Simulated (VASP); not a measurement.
# Pd (I4/mmm) in VASP: notebook

Pd is run at these levels: PBEsol; tasks: single point.

Everything below comes from runs of VASP 6.6.1. Logs are shortened: lines on timing, memory, paths and dates and some standing lists are left out, and cuts for length are marked.

## Step 1: The cell of the first run

It takes space group I4/mmm (No. 139, tetragonal). The conventional cell has a = 3.019 Å, b = 3.019 Å, c = 3.145 Å, α = 90.00°, β = 90.00°, γ = 90.00°. Within 3.5 Å of Pd (site symmetry 4/mmm) lie 14 Pd at 2.65 to 3.14 Å.

## Step 2: Single point, PBEsol

INCAR reads:

```
ALGO = Normal
EDIFF = 1E-6
ENCUT = 500
GGA = PS
GGA_COMPAT = F
ISIF = 2
ISMEAR = -1
LASPH = T
LCHARG = F
LREAL = F
LWAVE = F
NBANDS = 11
NELM = 120
PREC = Accurate
SIGMA = 0.05
```

KPOINTS reads:

```
k-points
0
Gamma
  12 12 12
```

POSCAR reads:

```
Pd
1.0
   -1.5093897600      1.5093897600      1.5722810000
    1.5093897600     -1.5093897600      1.5722810000
    1.5093897600      1.5093897600     -1.5722810000
Pd
1
Direct
    0.0000000000      0.0000000000      0.0000000000
```

Potentials or basis: VASP PAW PBE potentials, release 64 (Pd).

The run is started by

```
cat potpaw_PBE.64/Pd/POTCAR > POTCAR
mpirun -np 1 vasp_std > vasp.out
```

OUTCAR:

```text
EDIFF = 1E-6
   ENCUT = 500
   GGA = PS
   ISIF = 2
   ISMEAR = -1
   LASPH = T
   LREAL = F
   NELM = 120
   PREC = Accurate

 ion  position               nearest neighbor table
   1  0.000  0.000  0.000-

  LATTYP: Found a body centered tetragonal cell.
 ALAT       =     3.0187795200
 C/A-ratio  =     1.0416666667

  Lattice vectors:

 A1 = (  -1.5093897600,   1.5093897600,   1.5722810000)
 A2 = (   1.5093897600,  -1.5093897600,   1.5722810000)
 A3 = (   1.5093897600,   1.5093897600,  -1.5722810000)

Analysis of symmetry for initial positions (statically):
=====================================================================
 Subroutine PRICEL returns:
 Original cell was already a primitive cell.

 Routine SETGRP: Setting up the symmetry group for a
 body centered tetragonal supercell.

 Subroutine GETGRP returns: Found 16 space group operations
 (whereof 16 operations were pure point group operations)
 out of a pool of 16 trial point group operations.

The static configuration has the point symmetry D_4h.

Analysis of symmetry for dynamics (positions and initial velocities):
=====================================================================
 Subroutine PRICEL returns:
 Original cell was already a primitive cell.

 Routine SETGRP: Setting up the symmetry group for a
 body centered tetragonal supercell.

 Subroutine GETGRP returns: Found 16 space group operations
 (whereof 16 operations were pure point group operations)
 out of a pool of 16 trial point group operations.

The dynamic configuration has the point symmetry D_4h.

 Subroutine INISYM returns: Found 16 space group operations
 (whereof 16 operations are pure point group operations),
 and found     1 'primitive' translations

----------------------------------------------------------------------------------------

                                     Primitive cell

  volume of cell :      14.3282

  direct lattice vectors                    reciprocal lattice vectors
    -1.509389760  1.509389760  1.572281000     0.000000000  0.331259701  0.318009313
     1.509389760 -1.509389760  1.572281000     0.331259701  0.000000000  0.318009313
     1.509389760  1.509389760 -1.572281000     0.331259701  0.331259701  0.000000000

  length of vectors
     2.651147381  2.651147381  2.651147381     0.459198119  0.459198119  0.468471961

  position of ions in fractional coordinates (direct lattice)
     0.000000000  0.000000000  0.000000000

  ion indices of the primitive-cell ions
   primitive index   ion index
                 1           1

----------------------------------------------------------------------------------------

 KPOINTS: k-points

Automatic generation of k-mesh.
 Grid dimensions read from file:
 generate k-points for:   12   12   12

 Generating k-lattice:

  Cartesian coordinates                     Fractional coordinates (reciprocal lattice)
     0.000000000  0.027604975  0.026500776     0.083333333  0.000000000  0.000000000
     0.027604975  0.000000000  0.026500776     0.000000000  0.083333333  0.000000000
     0.027604975  0.027604975  0.000000000     0.000000000  0.000000000  0.083333333

  Length of vectors
     0.038266510  0.038266510  0.039039330

  Shift w.r.t. Gamma in fractional coordinates (k-lattice)
     0.000000000  0.000000000  0.000000000

 Subroutine IBZKPT returns following result:
 ===========================================

 Found    163 irreducible k-points:

 Following reciprocal coordinates:
            Coordinates               Weight
  0.000000  0.000000  0.000000      1.000000
  0.083333  0.000000  0.000000      8.000000
  0.166667  0.000000  0.000000      8.000000
  0.250000  0.000000 -0.000000      8.000000
  0.333333 -0.000000  0.000000      8.000000
  0.416667  0.000000  0.000000      8.000000
[... 16 lines left out ...]
  0.500000  0.166667 -0.000000     16.000000
 -0.416667  0.166667  0.000000     16.000000
 [... further k-points ...]
   k-points           NKPTS =    163   k-points in BZ     NKDIM =    163   number of bands    NBANDS=     11
   number of dos      NEDOS =    301   number of ions     NIONS =      1
   total plane-waves  NPLWV =   8000
   dimension x,y,z NGX =    20 NGY =   20 NGZ =   20
   dimension x,y,z NGXF=    40 NGYF=   40 NGZF=   40
   ions per type =               1
   NGX,Y,Z   is equivalent  to a cutoff of  12.54, 12.54, 12.54 a.u.
   NGXF,Y,Z  is equivalent  to a cutoff of  25.08, 25.08, 25.08 a.u.
 SYSTEM =  unknown system
   PREC   = accura    normal or accurate (medium, high low for compatibility)
   ISTART =      0    job   : 0-new  1-cont  2-samecut
   ICHARG =      2    charge: 1-file 2-atom 10-const
   ISPIN  =      1    spin polarized calculation?
   LNONCOLLINEAR =      F non collinear calculations
   LSORBIT =      F    spin-orbit coupling
   LASPH  =      T    aspherical Exc in radial PAW
   ENCUT  =  500.0 eV  36.75 Ry    6.06 a.u.   4.83  4.83  4.83*2*pi/ulx,y,z
   NELM   =    120;   NELMIN=  2; NELMDL= -5     # of ELM steps
   EDIFF  = 0.1E-05   stopping-criterion for ELM
   LREAL  =      F    real-space projection
   EDIFFG = 0.1E-04   stopping-criterion for IOM
   NSW    =      0    number of steps for IOM
   IBRION =     -1    ionic relax: 0-MD 1-quasi-New 2-CG
   NFREE  =      0    steps in history (QN), initial steepest desc. (CG)
   ISIF   =      2    stress and relaxation
   ISYM   =      2    0-nonsym 1-usesym 2-fastsym
   POTIM  = 0.5000    time-step for ionic-motion
   TEBEG  =    0.0;   TEEND  =   0.0 temperature during run
   PSTRESS=    0.0 pullay stress
   NELECT =      10.0000    total number of electrons
   NUPDOWN=      -1.0000    fix difference up-down
   EMIN   =  10.00;   EMAX   =-10.00  energy-range for DOS
   EFERMI =   0.00;   METHOD = LEGACY
   ISMEAR =    -1;   SIGMA  =   0.05  broadening in eV -4-tet -1-fermi 0-gaus
   EFERMI_NEDOS =   21; number of points for ismear=-14 and -15
   IALGO  =     38    algorithm
   IMIX   =      4    mixing-type and parameters
     AMIX     =   0.40;   BMIX     =  1.00
     AMIX_MAG =   1.60;   BMIX_MAG =  1.00
  volume/ion in A,a.u.               =      14.33        96.69
  Fermi-wavevector in a.u.,A,eV,Ry     =   1.452147  2.744159 28.691017  2.108730
  Thomas-Fermi vector in A             =   2.569562
   LORBIT       =      0    0 simple, 1 ext, 2 COOP (PROOUT), +10 PAW based schemes
   GGA     = PS    functional components
   LHFCALC =     F    Hartree Fock is set to
   AEXX    =    0.0000 exact exchange contribution
   IVDW    =     0    specifies the selected vdW correction
   LEPSILON=     F    determine dielectric tensor
   LRPA    =     F    only Hartree local field effects (RPA)
 non-spin polarized calculation
  energy-cutoff  :      500.00
  volume of cell :       14.33
 maximum number of plane-waves:       382
   NGX =  9   NGY =  9   NGZ =  9

 number of electron      10.0000000 magnetization

 number of electron       9.9999999 magnetization

 Free energy of the ion-electron system (eV)
  ---------------------------------------------------
  ext. energy  EPLUGINS =         0.00000000
  ---------------------------------------------------
  free energy    TOTEN  =        -5.91377767 eV

  energy without entropy =       -5.90564083  energy(sigma->0) =       -5.90970925

 E-fermi :  10.0939     XC(G=0): -13.5562

 val. band max:       10.0919890696   @ k =  -0.4167   0.4167   0.3333
 cond. band min:      10.1121715663   @ k =  -0.3333   0.3333   0.0833
 fundamental gap:      0.0201824966
 Fermi energy:        10.0939227853

 k-point     1 :       0.0000    0.0000    0.0000
  band No.  band energies     occupation
      1       2.6578      2.00000
      2       6.9129      2.00000
      3       6.9129      2.00000
      4       7.2033      2.00000
      5       8.9189      2.00000
      6       9.2714      2.00000
      7      28.9854      0.00000
      8      29.7752      0.00000
      9      29.7752      0.00000
     10      36.2699      0.00000
     11      38.3334      0.00000

 k-point     2 :       0.0833    0.0000    0.0000
  band No.  band energies     occupation
      1       2.9261      2.00000
      2       6.9145      2.00000
      3       6.9202      2.00000
      4       7.3065      2.00000
      5       8.8416      2.00000
      6       9.2393      2.00000
      7      29.0239      0.00000
      8      29.6572      0.00000
      9      30.1120      0.00000
     10      36.0955      0.00000
     11      36.3396      0.00000

 k-point     3 :       0.1667    0.0000    0.0000
  band No.  band energies     occupation
      1       3.6521      2.00000
      2       6.7180      2.00000
      3       6.9460      2.00000
      4       7.8238      2.00000
      5       8.6856      2.00000
      6       9.2076      2.00000
      7      28.2034      0.00000
      8      29.1449      0.00000
      9      31.0483      0.00000
     10      35.0163      0.00000
     11      35.4833      0.00000

 k-point     4 :       0.2500    0.0000   -0.0000
  band No.  band energies     occupation
      1       4.4634      2.00000
      2       6.4155      2.00000
      3       7.2365      2.00000
      4       8.6465      2.00000
      5       8.6565      2.00000
      6       9.2197      2.00000
      7      25.6360      0.00000
      8      28.0493      0.00000
      9      32.3561      0.00000
     10      33.7218      0.00000
     11      35.2289      0.00000
[... 239 lines left out ...]
 k-point    22 :       0.4167    0.1667    0.0000
  band No.  band energies     occupation
      1       5.0777      2.00000
      2       6.0032      2.00000
      3       8.0720      2.00000
      4       8.8918      2.00000
      5       9.7608      1.99745
      6      14.1764      0.00000
      7      18.0947      0.00000
      8      23.7875      0.00000
      9      27.4971      0.00000
     10      34.5531      0.00000
     11      35.8394      0.00000

 k-point    23 :       0.5000    0.1667   -0.0000
  band No.  band energies     occupation
      1       5.1374      2.00000
      2       6.0534      2.00000
      3       7.8324      2.00000
      4       8.8166      2.00000
      5       9.6987      1.99926
      6      13.0279      0.00000
      7      19.6032      0.00000
      8      24.2108      0.00000
      9      27.8065      0.00000
     10      33.7035      0.00000
     11      36.1809      0.00000

 k-point    24 :      -0.4167    0.1667    0.0000
  band No.  band energies     occupation
      1       5.2517      2.00000
      2       6.2379      2.00000
      3       7.1422      2.00000
      4       8.6544      2.00000
      5       9.5464      1.99996
      6      11.2155      0.00000
      7      22.5843      0.00000
      8      25.1845      0.00000
      9      28.7754      0.00000
     10      32.7046      0.00000
     11      36.1974      0.00000

 [... further k-points ...]

------------------------ aborting loop because EDIFF is reached ----------------------------------------

  FORCE on cell =-STRESS in cart. coord.  units (eV):
  Direction    XX          YY          ZZ          XY          YZ          ZX
  --------------------------------------------------------------------------------------
  -------------------------------------------------------------------------------------
  Total        0.3316038      0.3316038      0.5216175      0.0000000      0.0000000      0.0000000
  in kB       37.0797828     37.0797828     58.3270135      0.0000000      0.0000000      0.0000000
  external PRESSURE =      44.1621930 kB  Pullay stress =       0.0000000 kB

 VOLUME and BASIS-vectors are now :
 -----------------------------------------------------------------------------
  energy-cutoff  :      500.00
  volume of cell :       14.33
      direct lattice vectors                 reciprocal lattice vectors
    -1.509389760  1.509389760  1.572281000     0.000000000  0.331259701  0.318009313
     1.509389760 -1.509389760  1.572281000     0.331259701  0.000000000  0.318009313
     1.509389760  1.509389760 -1.572281000     0.331259701  0.331259701  0.000000000

 POSITION                                       TOTAL-FORCE (eV/Angst)
 -----------------------------------------------------------------------------------
      0.00000      0.00000      0.00000        -0.000000      0.000000      0.000000
 -----------------------------------------------------------------------------------
    total drift:                                0.000000     -0.000000      0.000000

  FREE ENERGIE OF THE ION-ELECTRON SYSTEM (eV)
  ---------------------------------------------------
  free  energy   TOTEN  =        -5.9137776657 eV

  energy  without entropy=       -5.9056408326  energy(sigma->0) =       -5.90970925
```

Run time: 38 s. Hardware: 1 thread of Intel Xeon 8259CL, shared host; peak memory 0.14 GiB.

Results:

```
Free energy            : -5.9138 eV
Pressure               : 4.4 GPa
Band gap on the k mesh : zero (bands 5 and 6 overlap by 1.78 eV)
```

Caveat: the cell stands under pressure; the PAW data sets were made with another functional, which shifts forces and pressure a little.

## Step 3: Single point, PBEsol

This run uses another cell than the first one, of 14.93 Å³/atom.

INCAR reads:

```
ALGO     = Normal         # electronic algorithm
EDIFF    = 1E-6           # SCF threshold, eV
ENCUT    = 500            # plane-wave cutoff, eV
GGA      = PS             # functional
GGA_COMPAT= False        
ISIF     = 2              # what is computed and relaxed
ISMEAR   = -1             # smearing method
LASPH    = True           # aspherical terms in the spheres
LCHARG   = False          # write CHGCAR
LREAL    = False          # projectors in reciprocal space
LWAVE    = False          # write WAVECAR
NBANDS   = 11             # bands
NELM     = 120            # most SCF steps
PREC     = Accurate       # precision mode
SIGMA    = 0.05           # smearing width, eV
```

KPOINTS is that of step 2.

POSCAR reads:

```
Pd
1.0
   -1.5408353800      1.5408353800      1.5722810000
    1.5408353800     -1.5408353800      1.5722810000
    1.5408353800      1.5408353800     -1.5722810000
Pd
1
Direct
    0.0000000000      0.0000000000      0.0000000000
```

Potentials or basis: VASP PAW PBE potentials, release 64 (Pd).

The run is started by

```
cat potpaw_PBE.64/Pd/POTCAR > POTCAR
mpirun -np 1 vasp_std > vasp.out
```

OUTCAR:

```text
EDIFF = 1E-6
   ENCUT = 500
   GGA = PS
   ISIF = 2
   ISMEAR = -1
   LASPH = True
   LREAL = False
   NELM = 120
   PREC = Accurate

 ion  position               nearest neighbor table
   1  0.000  0.000  0.000-

  LATTYP: Found a body centered tetragonal cell.
 ALAT       =     3.0816707600
 C/A-ratio  =     1.0204081633

  Lattice vectors:

 A1 = (  -1.5408353800,   1.5408353800,   1.5722810000)
 A2 = (   1.5408353800,  -1.5408353800,   1.5722810000)
 A3 = (   1.5408353800,   1.5408353800,  -1.5722810000)

Analysis of symmetry for initial positions (statically):
=====================================================================
 Subroutine PRICEL returns:
 Original cell was already a primitive cell.

 Routine SETGRP: Setting up the symmetry group for a
 body centered tetragonal supercell.

 Subroutine GETGRP returns: Found 16 space group operations
 (whereof 16 operations were pure point group operations)
 out of a pool of 16 trial point group operations.

The static configuration has the point symmetry D_4h.

Analysis of symmetry for dynamics (positions and initial velocities):
[... 166 lines left out ...]
      2       6.4474      2.00000
      3       6.4474      2.00000
      4       6.5836      2.00000
      5       8.3884      2.00000
      6       8.5570      2.00000
      7      28.4573      0.00000
      8      28.8443      0.00000
      9      28.8443      0.00000
     10      35.7412      0.00000
     11      37.1458      0.00000
[... 309 lines left out ...]
 k-point    24 :      -0.4167    0.1667   -0.0000
  band No.  band energies     occupation
      1       4.8456      2.00000
      2       5.7499      2.00000
      3       6.6399      2.00000
      4       8.0825      2.00000
      5       8.8307      1.99997
      6      10.4795      0.00000
      7      21.6758      0.00000
      8      23.9971      0.00000
      9      27.6488      0.00000
     10      31.7373      0.00000
     11      35.4822      0.00000

 [... further k-points ...]

------------------------ aborting loop because EDIFF is reached ----------------------------------------

  FORCE on cell =-STRESS in cart. coord.  units (eV):
  Direction    XX          YY          ZZ          XY          YZ          ZX
  --------------------------------------------------------------------------------------
  -------------------------------------------------------------------------------------
  Total       -0.3893172     -0.3893172     -0.2830696      0.0000000      0.0000000      0.0000000
  in kB      -41.7745228    -41.7745228    -30.3739411      0.0000000      0.0000000      0.0000000
  external PRESSURE =     -37.9743289 kB  Pullay stress =       0.0000000 kB

 VOLUME and BASIS-vectors are now :
 -----------------------------------------------------------------------------
  energy-cutoff  :      500.00
  volume of cell :       14.93
      direct lattice vectors                 reciprocal lattice vectors
    -1.540835380  1.540835380  1.572281000     0.000000000  0.324499299  0.318009313
     1.540835380 -1.540835380  1.572281000     0.324499299  0.000000000  0.318009313
     1.540835380  1.540835380 -1.572281000     0.324499299  0.324499299  0.000000000

 POSITION                                       TOTAL-FORCE (eV/Angst)
 -----------------------------------------------------------------------------------
      0.00000      0.00000      0.00000         0.000000     -0.000000     -0.000000
 -----------------------------------------------------------------------------------
    total drift:                                0.000000     -0.000000      0.000000

  FREE ENERGIE OF THE ION-ELECTRON SYSTEM (eV)
  ---------------------------------------------------
  free  energy   TOTEN  =        -5.9124173974 eV

  energy  without entropy=       -5.9030583092  energy(sigma->0) =       -5.90773785
```

OSZICAR:

```text
N       E                     dE             d eps       ncg     rms          rms(c)
DAV:   1     0.408617158879E+02    0.40862E+02   -0.50441E+03  3610   0.824E+02
DAV:   2    -0.572144577621E+01   -0.46583E+02   -0.45173E+02  4014   0.179E+02
DAV:   3    -0.627716367162E+01   -0.55572E+00   -0.55403E+00  4336   0.210E+01
DAV:   4    -0.627967621010E+01   -0.25125E-02   -0.25122E-02  4331   0.149E+00
DAV:   5    -0.627970271254E+01   -0.26502E-04   -0.26501E-04  4587   0.135E-01    0.794E+00
DAV:   6    -0.592754596077E+01    0.35216E+00   -0.14394E+00  4405   0.978E+00    0.354E+00
DAV:   7    -0.591674024449E+01    0.10806E-01   -0.14603E-02  4608   0.896E-01    0.191E+00
DAV:   8    -0.591241734321E+01    0.43229E-02   -0.12437E-03  4429   0.276E-01    0.802E-02
DAV:   9    -0.591241383583E+01    0.35074E-05   -0.17796E-05  4819   0.388E-02    0.154E-02
DAV:  10    -0.591241755771E+01   -0.37219E-05   -0.15420E-06  4488   0.112E-02    0.404E-03
DAV:  11    -0.591241739740E+01    0.16031E-06   -0.31404E-08  2936   0.142E-03
   1 F= -.59124174E+01 E0= -.59077379E+01  d E =-.935909E-02
```

stdout:

```text
POSCAR found type information on POSCAR Pd
 POSCAR found :  1 types and       1 ions
 scaLAPACK will be used
 -----------------------------------------------------------------------------
|                                                                             |
|                                                                             |
|     You enforced a specific xc type in the INCAR file but a different       |
|     I HOPE YOU KNOW WHAT YOU ARE DOING!                                     |
|                                                                             |
 -----------------------------------------------------------------------------

 LDA part: xc-table for (Slater+PW92), standard interpolation
 POSCAR, INCAR and KPOINTS ok, starting setup
 FFT: planning ... GRIDC
 FFT: planning ... GRID_SOFT
 FFT: planning ... GRID
 WAVECAR not read
 entering main loop
```

It took 33 s on 1 thread of Intel Xeon 8259CL, shared host; peak memory 0.14 GiB.

Results:

```
Free energy            : -5.9124 eV
Pressure               : -3.8 GPa
Band gap on the k mesh : zero (bands 5 and 6 overlap by 1.62 eV)
```

Stress tensor (GPa, compression positive):
```
-4.18  0.00  0.00
 0.00 -4.18  0.00
 0.00  0.00 -3.04
```

Caveat: the cell stands under tension; the PAW data sets were made with another functional, which shifts forces and pressure a little.

The gap in the log of VASP goes by the Fermi energy; the results here count the filled bands.